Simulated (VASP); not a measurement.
# P (P6_3/mmc) in VASP: notebook

The runs below take P through single point, relaxation of cell and atoms, with PBE.

Program: VASP 6.6.1. These are calculated values, not measurements. Logs are shortened: lines on timing, memory, paths and dates and some standing lists are left out, and cuts for length are marked.

**1. The cell of the first run**

The structure is hexagonal, space group P6_3/mmc (No. 194). The conventional cell has a = 2.704 Å, b = 2.704 Å, c = 9.263 Å, α = 90.00°, β = 90.00°, γ = 120.00°. Within 3.6 Å of P (site symmetry -3m) lie 12 P at 2.70 to 2.79 Å. P (site symmetry -6m2) has 12 P at 2.70 to 2.79 Å within 3.6 Å.

This isn't the form of P at room conditions, which is orthorhombic.

**2. Single point, PBE**

File INCAR:

```
  ALGO = Normal
  EDIFF = 1E-6
  ENCUT = 520
  GGA = PE
  ISIF = 2
  ISMEAR = 0
  LASPH = True
  LCHARG = False
  LREAL = False
  LWAVE = False
  NBANDS = 18
  NELM = 80
  PREC = Accurate
  SIGMA = 0.1
```

File KPOINTS:

```
k-points
0
Gamma
  6 6 2
```

File POSCAR:

```
P
1.0
    2.7043222162      0.0000000000      0.0000000000
   -1.3521611081      2.3420117393      0.0000000000
    0.0000000000      0.0000000000      9.2625886189
P
4
Direct
    0.0000000000      0.0000000000      0.0000000000
    0.0000000000      0.0000000000      0.5000000000
    0.3333333333      0.6666666667      0.7500000000
    0.6666666667      0.3333333333      0.2500000000
```

Potentials or basis: VASP PAW PBE potentials, release 64 (P).

Started as:

```sh
$ cat potpaw_PBE.64/P/POTCAR > POTCAR
$ mpirun -np 1 vasp_std > vasp.out
```

OUTCAR:

```text
EDIFF = 1E-6
   ENCUT = 520
   GGA = PE
   ISIF = 2
   ISMEAR = 0
   LASPH = True
   LREAL = False
   NELM = 80
   PREC = Accurate

 ion  position               nearest neighbor table
   1  0.000  0.000  0.000-   3 2.79   4 2.79   4 2.79   3 2.79   4 2.79   3 2.79
   2  0.000  0.000  0.500-   3 2.79   4 2.79   4 2.79   3 2.79   4 2.79   3 2.79
   3  0.333  0.667  0.750-   1 2.79   2 2.79   1 2.79   2 2.79   1 2.79   2 2.79
   4  0.667  0.333  0.250-   1 2.79   2 2.79   1 2.79   2 2.79   1 2.79   2 2.79

  LATTYP: Found a hexagonal cell.
 ALAT       =     2.7043222162
 C/A-ratio  =     3.4251053974

  Lattice vectors:

 A1 = (   2.7043222162,   0.0000000000,   0.0000000000)
 A2 = (  -1.3521611081,   2.3420117393,   0.0000000000)
 A3 = (   0.0000000000,   0.0000000000,   9.2625886189)

Analysis of symmetry for initial positions (statically):
=====================================================================
 Subroutine PRICEL returns:
 Original cell was already a primitive cell.

 Routine SETGRP: Setting up the symmetry group for a
 hexagonal supercell.

 Subroutine GETGRP returns: Found 24 space group operations
 (whereof 12 operations were pure point group operations)
 out of a pool of 24 trial point group operations.

The static configuration has the point symmetry D_3d.
 The point group associated with its full space group is D_6h.

Analysis of symmetry for dynamics (positions and initial velocities):
=====================================================================
 Subroutine PRICEL returns:
 Original cell was already a primitive cell.

 Routine SETGRP: Setting up the symmetry group for a
 hexagonal supercell.

 Subroutine GETGRP returns: Found 24 space group operations
 (whereof 12 operations were pure point group operations)
 out of a pool of 24 trial point group operations.

The dynamic configuration has the point symmetry D_3d.
 The point group associated with its full space group is D_6h.

 Subroutine INISYM returns: Found 24 space group operations
 (whereof 12 operations are pure point group operations),
 and found     1 'primitive' translations

----------------------------------------------------------------------------------------

                                     Primitive cell

  volume of cell :      58.6651

  direct lattice vectors                    reciprocal lattice vectors
     2.704322216  0.000000000  0.000000000     0.369778421  0.213491671  0.000000000
    -1.352161108  2.342011739  0.000000000     0.000000000  0.426983342  0.000000000
     0.000000000  0.000000000  9.262588619     0.000000000  0.000000000  0.107961180

  length of vectors
     2.704322216  2.704322216  9.262588619     0.426983342  0.426983342  0.107961180

  position of ions in fractional coordinates (direct lattice)
     0.000000000  0.000000000  0.000000000
     0.000000000  0.000000000  0.500000000
     0.333333333  0.666666667  0.750000000
     0.666666667  0.333333333  0.250000000

  ion indices of the primitive-cell ions
   primitive index   ion index
                 1           1
                 2           2
                 3           3
                 4           4

----------------------------------------------------------------------------------------

 KPOINTS: k-points

Automatic generation of k-mesh.
 Grid dimensions read from file:
 generate k-points for:    6    6    2

 Generating k-lattice:

  Cartesian coordinates                     Fractional coordinates (reciprocal lattice)
     0.061629737  0.035581945  0.000000000     0.166666667 -0.000000000  0.000000000
     0.000000000  0.071163890  0.000000000     0.000000000  0.166666667  0.000000000
     0.000000000  0.000000000  0.053980590     0.000000000  0.000000000  0.500000000

  Length of vectors
     0.071163890  0.071163890  0.053980590

  Shift w.r.t. Gamma in fractional coordinates (k-lattice)
     0.000000000  0.000000000  0.000000000

 Subroutine IBZKPT returns following result:
 ===========================================

 Found     14 irreducible k-points:

 Following reciprocal coordinates:
            Coordinates               Weight
  0.000000  0.000000  0.000000      1.000000
  0.166667  0.000000  0.000000      6.000000
  0.333333  0.000000  0.000000      6.000000
  0.500000 -0.000000  0.000000      3.000000
  0.166667  0.166667  0.000000      6.000000
  0.333333  0.166667  0.000000     12.000000
  0.333333  0.333333  0.000000      2.000000
  0.000000  0.000000  0.500000      1.000000
  0.166667  0.000000  0.500000      6.000000
  0.333333  0.000000  0.500000      6.000000
  0.500000 -0.000000  0.500000      3.000000
  0.166667  0.166667  0.500000      6.000000
  0.333333  0.166667  0.500000     12.000000
  0.333333  0.333333  0.500000      2.000000
   k-points           NKPTS =     14   k-points in BZ     NKDIM =     14   number of bands    NBANDS=     18
   number of dos      NEDOS =    301   number of ions     NIONS =      4
   total plane-waves  NPLWV =  28000
   dimension x,y,z NGX =    20 NGY =   20 NGZ =   70
   dimension x,y,z NGXF=    40 NGYF=   40 NGZF=  140
   ions per type =               4
   NGX,Y,Z   is equivalent  to a cutoff of  12.29, 12.29, 12.56 a.u.
   NGXF,Y,Z  is equivalent  to a cutoff of  24.59, 24.59, 25.13 a.u.
 SYSTEM =  unknown system
   PREC   = accura    normal or accurate (medium, high low for compatibility)
   ISTART =      0    job   : 0-new  1-cont  2-samecut
   ICHARG =      2    charge: 1-file 2-atom 10-const
   ISPIN  =      1    spin polarized calculation?
   LNONCOLLINEAR =      F non collinear calculations
   LSORBIT =      F    spin-orbit coupling
   LASPH  =      T    aspherical Exc in radial PAW
   ENCUT  =  520.0 eV  38.22 Ry    6.18 a.u.   5.03  5.03 17.22*2*pi/ulx,y,z
   NELM   =     80;   NELMIN=  2; NELMDL= -5     # of ELM steps
   EDIFF  = 0.1E-05   stopping-criterion for ELM
   LREAL  =      F    real-space projection
   EDIFFG = 0.1E-04   stopping-criterion for IOM
   NSW    =      0    number of steps for IOM
   IBRION =     -1    ionic relax: 0-MD 1-quasi-New 2-CG
   NFREE  =      0    steps in history (QN), initial steepest desc. (CG)
   ISIF   =      2    stress and relaxation
   ISYM   =      2    0-nonsym 1-usesym 2-fastsym
   POTIM  = 0.5000    time-step for ionic-motion
   TEBEG  =    0.0;   TEEND  =   0.0 temperature during run
   PSTRESS=    0.0 pullay stress
   NELECT =      20.0000    total number of electrons
   NUPDOWN=      -1.0000    fix difference up-down
   EMIN   =  10.00;   EMAX   =-10.00  energy-range for DOS
   EFERMI =   0.00;   METHOD = LEGACY
   ISMEAR =     0;   SIGMA  =   0.10  broadening in eV -4-tet -1-fermi 0-gaus
   EFERMI_NEDOS =   21; number of points for ismear=-14 and -15
   IALGO  =     38    algorithm
   IMIX   =      4    mixing-type and parameters
     AMIX     =   0.40;   BMIX     =  1.00
     AMIX_MAG =   1.60;   BMIX_MAG =  1.00
  volume/ion in A,a.u.               =      14.67        98.97
  Fermi-wavevector in a.u.,A,eV,Ry     =   1.143646  2.161177 17.795409  1.307926
  Thomas-Fermi vector in A             =   2.280340
   LORBIT       =      0    0 simple, 1 ext, 2 COOP (PROOUT), +10 PAW based schemes
   GGA     = PE    functional components
   LHFCALC =     F    Hartree Fock is set to
   AEXX    =    0.0000 exact exchange contribution
   IVDW    =     0    specifies the selected vdW correction
   LEPSILON=     F    determine dielectric tensor
   LRPA    =     F    only Hartree local field effects (RPA)
 non-spin polarized calculation
 Gauss-broadening in eV      SIGMA  =   0.10
  energy-cutoff  :      520.00
  volume of cell :       58.67
 maximum number of plane-waves:      1623
 NGX is ok and might be reduce to    20
   NGX =  9   NGY =  9   NGZ = 35

 number of electron      19.9999999 magnetization

 Free energy of the ion-electron system (eV)
  ---------------------------------------------------
  ext. energy  EPLUGINS =         0.00000000
  ---------------------------------------------------
  free energy    TOTEN  =       -18.41972142 eV

  energy without entropy =      -18.41501432  energy(sigma->0) =      -18.41736787

 E-fermi :   9.5684     XC(G=0): -11.4403

 val. band max:        9.5683414695   @ k =   0.1667   0.1667   0.0000
 cond. band min:       9.8998031393   @ k =   0.1667   0.1667   0.0000
 fundamental gap:      0.3314616698
 Fermi energy:         9.5683620573

 k-point     1 :       0.0000    0.0000    0.0000
  band No.  band energies     occupation
      1      -6.5865      2.00000
      2      -5.0030      2.00000
      3      -4.9790      2.00000
      4      -1.4333      2.00000
      5       1.5916      2.00000
      6       8.0315      2.00000
[... 10 lines left out ...]
     17      19.9902      0.00000
     18      20.7706      0.00000

 k-point     2 :       0.1667    0.0000    0.0000
  band No.  band energies     occupation
      1      -5.8775      2.00000
      2      -4.3004      2.00000
      3      -4.2774      2.00000
      4      -0.7531      2.00000
      5       2.2664      2.00000
      6       8.6001      2.00000
[... 10 lines left out ...]
     17      18.0788      0.00000
     18      18.8670      0.00000

 k-point     3 :       0.3333    0.0000    0.0000
  band No.  band energies     occupation
      1      -3.7818      2.00000
      2      -2.2325      2.00000
      3      -2.2169      2.00000
      4       1.1580      2.00000
      5       4.1977      2.00000
      6       4.9390      2.00000
[... 10 lines left out ...]
     17      15.5340      0.00000
     18      16.8757      0.00000

 k-point     4 :       0.5000   -0.0000    0.0000
  band No.  band energies     occupation
      1      -0.8552      2.00000
      2      -0.2955      2.00000
      3       0.3633      2.00000
      4       1.1584      2.00000
      5       2.0452      2.00000
      6       2.3402      2.00000
[... 165 lines left out ...]
      4      -1.0447      2.00000
      5       5.8372      2.00000
      6       5.8372      2.00000
[... 10 lines left out ...]
     17      18.9531      0.00000
     18      18.9532      0.00000

 k-point    13 :       0.3333    0.1667    0.5000
  band No.  band energies     occupation
      1      -1.3810      2.00000
      2      -1.3810      2.00000
      3       1.2816      2.00000
      4       1.2816      2.00000
      5       3.4900      2.00000
      6       3.4900      2.00000
[... 10 lines left out ...]
     17      17.0314      0.00000
     18      17.0314      0.00000

 k-point    14 :       0.3333    0.3333    0.5000
  band No.  band energies     occupation
      1       1.2848      2.00000
      2       1.2848      2.00000
      3       1.3008      2.00000
      4       1.3008      2.00000
      5       3.6520      2.00000
      6       3.6520      2.00000
[... 10 lines left out ...]
     17      15.0784      0.00000
     18      15.0784      0.00000

------------------------ aborting loop because EDIFF is reached ----------------------------------------

  FORCE on cell =-STRESS in cart. coord.  units (eV):
  Direction    XX          YY          ZZ          XY          YZ          ZX
  --------------------------------------------------------------------------------------
  -------------------------------------------------------------------------------------
  Total       -0.1816239     -0.1816239     -0.0165206      0.0000000      0.0000000      0.0000000
  in kB       -4.9602528     -4.9602528     -0.4511863      0.0000000      0.0000000      0.0000000
  external PRESSURE =      -3.4572307 kB  Pullay stress =       0.0000000 kB

 VOLUME and BASIS-vectors are now :
 -----------------------------------------------------------------------------
  energy-cutoff  :      520.00
  volume of cell :       58.67
      direct lattice vectors                 reciprocal lattice vectors
     2.704322216  0.000000000  0.000000000     0.369778421  0.213491671  0.000000000
    -1.352161108  2.342011739  0.000000000     0.000000000  0.426983342  0.000000000
     0.000000000  0.000000000  9.262588619     0.000000000  0.000000000  0.107961180

 POSITION                                       TOTAL-FORCE (eV/Angst)
 -----------------------------------------------------------------------------------
      0.00000      0.00000      0.00000         0.000000      0.000000      0.000000
      0.00000      0.00000      4.63129         0.000000      0.000000      0.000000
     -0.00000      1.56134      6.94694         0.000000      0.000000      0.000000
      1.35216      0.78067      2.31565        -0.000000     -0.000000     -0.000000
 -----------------------------------------------------------------------------------
    total drift:                                0.000000     -0.000000      0.000000

  FREE ENERGIE OF THE ION-ELECTRON SYSTEM (eV)
  ---------------------------------------------------
  free  energy   TOTEN  =       -18.4197214156 eV

  energy  without entropy=      -18.4150143201  energy(sigma->0) =      -18.41736787
```

It took 21 s on 1 thread of Intel Xeon 8259CL, shared host; peak memory 0.13 GiB.

Results:

```
Free energy            : -18.4197 eV
Pressure               : -0.3 GPa
Band gap on the k mesh : zero (bands 10 and 11 overlap by 9.65 eV)
```

Caveat: the k points lie up to 0.45 Å⁻¹ apart, too coarse for converged energies and pressures of a metal.

**3. Single point, PBE**

This run uses another cell than the first one, of 29.66 Å³/atom.

File INCAR:

```
SYSTEM = P
  PREC = Accurate
  ENCUT = 520
  EDIFF = 1E-6
  ISMEAR = 0
  SIGMA = 0.1
  LREAL = .FALSE.
  LASPH = .TRUE.
  NELM = 80
  ALGO = Normal
  ISIF = 2
  LWAVE = .FALSE.
  LCHARG = .TRUE.
  GGA = PE
  LELF = .TRUE.
  LVHAR = .TRUE.
  NBANDS = 18
```

File KPOINTS:

```
regular mesh
0
G
  6 6 2
  0 0 0
```

File POSCAR:

```
P
1.0
    3.6913802302      0.0000000000      0.0000000000
   -1.8456901151      3.1968290543      0.0000000000
    0.0000000000      0.0000000000     10.0537591635
P
4
Direct
    0.0000000000      0.0000000000      0.2500000000
    0.0000000000      0.0000000000      0.7500000000
    0.3333333333      0.6666666667      0.7500000000
    0.6666666667      0.3333333333      0.2500000000
```

Potentials or basis: VASP PAW PBE potentials, release 64 (P).

Started as:

```sh
$ cat potpaw_PBE.64/P/POTCAR > POTCAR
$ mpirun -np 1 vasp_std > vasp.out
```

It took 49 s on 1 thread of Intel Xeon 8259CL, shared host; peak memory 0.19 GiB.

Results (log left out):

```yaml
Free_energy: -18.1350 eV
Pressure: 4.8 GPa
Band_gap_on_the_k_mesh: zero (bands 10 and 11 overlap by 1.22 eV)
```

Stress tensor (GPa, compression positive):
```
 7.28  0.00  0.00
 0.00  7.28  0.00
 0.00  0.00 -0.09
```

Levels at points of the mesh, in eV from the Fermi level:
| k point | band 7 | band 8 | band 9 | band 10 | band 11 | band 12 | band 13 | band 14 |
| --- | --- | --- | --- | --- | --- | --- | --- | --- |
| (0.00, 0.00, 0.00) | -5.02 | -4.93 | -2.65 | -2.64 | 0.59 | 0.59 | 0.60 | 0.60 |
| (0.50, 0.00, 0.00) | -3.07 | -2.92 | -1.77 | -1.74 | -1.08 | -0.96 | 5.09 | 5.46 |
| (0.00, 0.00, 0.50) | -5.02 | -5.02 | -2.65 | -2.65 | 0.59 | 0.59 | 0.59 | 0.59 |
| (0.50, 0.00, 0.50) | -2.99 | -2.99 | -1.75 | -1.75 | -1.03 | -1.03 | 5.62 | 5.62 |

Caveat: the stress differs along the axes, from -0 to 7 GPa; this functional lacks dispersion, which binds layers or chains, so the pressure and a relaxed spacing across them are unreliable.

(Part 1 of 2 ends here.)

The gap in the log of VASP goes by the Fermi energy; the results here count the filled bands.